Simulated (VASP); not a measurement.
## GaN: single point with PBEsol

GaN:

```xyz
4
Lattice="3.1828 0.0000 0.0000 -1.5914 2.7564 0.0000 0.0000 0.0000 5.1857" Properties=species:S:1:pos:R:3 pbc="T T T"
Ga    0.0000    1.8376   -0.1909
Ga    1.5914    0.9188    2.4019
N     0.0000    1.8376    2.1460
N     1.5914    0.9188    4.7388
```

This cell differs from its parent crystal: atoms moved along the polar distortion.

```yaml
Program: VASP 6.6.1
Task: single point
Functional: PBEsol
Potentials_or_basis: VASP PAW PBE potentials, release 64 (Ga_d, N)
Cutoff: 520 eV
k_mesh: 15 × 15 × 8
Occupations: gaussian, width 0.01 eV
Spin: no spin polarisation
```

The pressure is 6.9 GPa, the largest force is 1.149 eV/Å and the band gap on the k mesh is 1.79 eV.

Forces in eV/Å, atoms in the order of the input:
```
Ga   0.000  0.000  1.149
Ga   0.000  0.000  1.149
N    0.000  0.000 -1.149
N    0.000  0.000 -1.149
```

Stress tensor (GPa, compression positive):
```
12.35  0.00  0.00
 0.00 12.35  0.00
 0.00  0.00 -4.11
```

Levels at points of the mesh, in eV from the valence-band top:
| k point | band 15 | band 16 | band 17 | band 18 | band 19 | band 20 | band 21 | band 22 |
| --- | --- | --- | --- | --- | --- | --- | --- | --- |
| (0.00, 0.00, 0.00) | -1.36 | -0.60 | -0.60 | 0.00 | 1.79 | 3.46 | 8.94 | 9.52 |
| (0.00, 0.00, 0.50) | -0.98 | -0.98 | -0.98 | -0.98 | 3.88 | 3.88 | 7.90 | 7.90 |

Wall time 4.5 min on 1 thread of Intel Xeon 8259CL (shared host), peak memory 0.26 GiB.

Caveat: the cell differs from its parent crystal (atoms moved along the polar distortion); the stress differs along the axes, from -4 to 12 GPa; the PAW data sets were made with another functional, which shifts forces and pressure a little. A k mesh can miss the band edges.
